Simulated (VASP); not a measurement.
Write the native input for VASP 6.6.1 that does the following.

| Quantity | Value |
| --- | --- |
| Task | single point |
| Functional | PBEsol |
| Potentials or basis | VASP PAW PBE potentials, release 64 (Sr_sv) |
| Cutoff | 520 eV |
| k mesh | 10 × 10 × 10 |
| Occupations | gaussian, width 0.03 eV |
| Spin | no spin polarisation |
| Dipole correction | no |
| Further INCAR settings | ALGO = Normal; EDIFF = 1e-06; NBANDS = 11 |

The structure of Sr lies in POSCAR:

```
Sr
1.0
    0.0000000000      2.9206560000      3.2857380000
    2.9206560000      0.0000000000      3.2857380000
    2.9206560000      2.9206560000      0.0000000000
Sr
1
Direct
    0.0000000000      0.0000000000      0.0000000000
```

This cell differs from its parent crystal: strain -0.040 along x and y, +0.080 along z.

One way to write it, as run:

INCAR

```
SYSTEM = Sr
ALGO     = Normal         ! electronic algorithm
EDIFF    = 1E-6           ! SCF threshold, eV
ENCUT    = 520            ! plane-wave cutoff, eV
GGA      = PS             ! functional
ISIF     = 2              ! what is computed and relaxed
ISMEAR   = 0              ! smearing method
LASPH    = .True.         ! aspherical terms in the spheres
LCHARG   = .False.        ! write CHGCAR
LREAL    = .False.        ! projectors in reciprocal space
LWAVE    = .False.        ! write WAVECAR
NBANDS   = 11             ! bands
NELM     = 100            ! most SCF steps
PREC     = Accurate       ! precision mode
SIGMA    = 0.03           ! smearing width, eV
```

KPOINTS

```
k-points
0
Gamma
  10 10 10
  0 0 0
```

Potentials or basis: VASP PAW PBE potentials, release 64 (Sr_sv).

Launch:

```console
$ cat potpaw_PBE.64/Sr_sv/POTCAR > POTCAR
$ mpirun -np 1 vasp_std > vasp.out
```

Results of the run:

```yaml
Pressure: -0.9 GPa
Band_gap_on_the_k_mesh: zero (band 5 reaches 1.51 eV, above the bottom of band 6 at 1.45 eV)
```

Caveat: the cell differs from its parent crystal (strain -0.040 along x and y, +0.080 along z); the PAW data sets were made with another functional, which shifts forces and pressure a little.

Wall time 46 s on 1 thread of Intel(R) Xeon(R) Platinum 8259CL CPU @ 2.50GHz (Skylake/Cascade Lake) (shared host), peak memory 0.22 GiB.
